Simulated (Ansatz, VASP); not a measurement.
Two plane-wave programs on Sn

INCAR

```
PREC     = Accurate       # precision mode
ENCUT    = 600            # plane-wave cutoff, eV
EDIFF    = 1E-6           # SCF threshold, eV
ISMEAR   = -1             # smearing method
SIGMA    = 0.1            # smearing width, eV
LREAL    = False          # projectors in reciprocal space
LASPH    = True           # aspherical terms in the spheres
NELM     = 80             # most SCF steps
ALGO     = Normal         # electronic algorithm
ISIF     = 3              # what is computed and relaxed
LWAVE    = False          # write WAVECAR
LCHARG   = False          # write CHGCAR
GGA      = B5             # functional
ALDAX    = 1.0          
AGGAX    = 1.0          
AGGAC    = 1.0          
ALDAC    = 0.0          
IBRION   = 2              # ionic algorithm
NSW      = 80             # ionic steps
EDIFFG   = -0.01          # ionic threshold
```

File KPOINTS:

```
regular mesh
0
Gamma
  9 9 9
```

POSCAR

```
Sn
1.0
    0.0000000000      3.2456000000      3.2456000000
    3.2456000000      0.0000000000      3.2456000000
    3.2456000000      3.2456000000      0.0000000000
Sn
2
Direct
    0.5000000000      0.5000000000      0.5000000000
    0.7500000000      0.7500000000      0.7500000000
```

Input for Ansatz:

```yaml
crystal:
  lattice:
    - [0.0, 3.2456, 3.2456]
    - [3.2456, 0.0, 3.2456]
    - [3.2456, 3.2456, 0.0]
  atoms:
    - { symbol: Sn, position: [0.5, 0.5, 0.5] }
    - { symbol: Sn, position: [0.75, 0.75, 0.75] }
hamiltonian:
  xc: blyp
  pseudopotentials:
    kind: paw
    azcp:
      Sn: "pseudopotentials/Sn.paw.azcp"
basis:
  ecutwfc: 420
  fft_grid_basis: typed
kpoints:
  mp_grid: { grid: [9, 9, 9], shift: [0, 0, 0] }
magnetization:
  spin_polarized: false
scf:
  occupations: { method: fermi_dirac, width: 0.1 }
relax:
  max_steps: 60
  f_tol: 0.01
  cell: {}
```

Alike in both runs: task relaxation of cell and atoms; functional BLYP; k mesh 9 × 9 × 9; occupations fermi-dirac, width 0.1 eV; no spin polarisation.

```csv
,VASP,Ansatz
version,VASP 6.6.1,Ansatz 0.2.0
potentials or method,"VASP PAW PBE potentials, release 64 (Sn_d), cutoff 600 eV","plane waves (420 eV) with PAW, scalar-relativistic"
valence electrons in the cell,28,28
```

|  | VASP | Ansatz | Ansatz less VASP |
| --- | --- | --- | --- |
| relaxed volume (Å³/atom) | 39.55 | 39.56 | +0.003 |
| relaxed length of the cell vector where the two differ most in proportion (Å) | 4.818 | 4.819 | +0.0001 |

VASP's potentials were made for PBE, not for BLYP.

Noted on VASP's run: the volume moved by over 15 % at a fixed basis, so the end points are rough.
